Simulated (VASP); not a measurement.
Be:

```
Be
1.0
     2.28530    0.00000    0.00000
    -1.14265    1.97913    0.00000
     0.00000    0.00000    3.58420
Be
2
Direct
  0.66667 0.33333 0.75000
  0.33333 0.66667 0.25000
```

* Program: VASP 6.6.1
* Task: relaxation of cell and atoms
* Functional: PBEsol
* Potentials or basis: VASP PAW PBE potentials, release 64 (Be)
* Cutoff: 600 eV
* k mesh: 13 × 13 × 8
* Occupations: fermi-dirac, width 0.05 eV
* Spin: no spin polarisation

At the start: pressure -3.5 GPa; volume 8.11 Å³/atom.

Q: Where does the relaxation end?

A: Over 3 steps the energy falls by 2.7 meV/atom and the volume is 7.87 Å³/atom (-2.9 %); space group P6_3/mmc (No. 194, to 0.05 Å).

Step by step:
| step | energy change (eV) | largest force (eV/Å) | pressure (GPa) | volume (Å³) |
| --- | --- | --- | --- | --- |
| 1 | 0.0000 | 0.0000 | -3.51 | 16.21 |
| 2 | -0.0052 | 0.0000 | -0.46 | 15.80 |
| 3 | -0.0053 | 0.0000 | -0.03 | 15.74 |

Final structure:
```xyz
2
Lattice="2.2648 0.0000 0.0000 -1.1324 1.9614 0.0000 0.0000 0.0000 3.5442" Properties=species:S:1:pos:R:3 pbc="T T T"
Be    1.1324    0.6538    2.6581
Be    0.0000    1.3076    0.8860
```

Caveat: the PAW data sets were made with another functional, which shifts forces and pressure a little.
